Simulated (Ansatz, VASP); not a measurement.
# TiCo3 in VASP and in Ansatz

```
Ti Co
1.0
     3.59745    0.00000    0.00000
     0.00000    3.59745    0.00000
     0.00000    0.00000    3.59745
Ti Co
1 3
Cartesian
  0.0000 0.0000 0.0000
  0.0000 1.7987 1.7987
  1.7987 0.0000 1.7987
  1.7987 1.7987 0.0000
```

Alike in both runs: task single point; functional PBEsol; k mesh 12 × 12 × 12; occupations gaussian, width 0.1 eV; collinear spin.

|  | VASP | Ansatz |
| --- | --- | --- |
| version | VASP 6.6.1 | Ansatz 0.2.0 |
| potentials or method | VASP PAW PBE potentials, release 64 (Ti_sv, Co), cutoff 520 eV | scalar-relativistic, plane waves, PAW |
| valence electrons in the cell | 39 | 63 |

Ansatz gave:

| Quantity | Value |
| --- | --- |
| gap on the k mesh at the Fermi level (eV) | none |
| pressure (GPa) | -7.8 |
| net moment per atom (μB) | 0.66 |
| size of the moment on the site where the two differ most (μB) | 1.08 |

Question: What did VASP give for the same quantities?

Answer: gap on the k mesh at the Fermi level (eV): none; pressure (GPa): -8.2; net moment per atom (μB): 0.12; size of the moment on the site where the two differ most (μB): 0.21.

The net moments are unlike, so the other rows may belong to different states. VASP's potentials were made for PBE, not for PBEsol. Site moments also hang on the region over which each program counts them. A gap of «none» marks a metal or a gap that the smearing closes. VASP's potentials hold 39 valence electrons a cell and Ansatz's 63, so a difference there can come from the potentials and not from the codes.
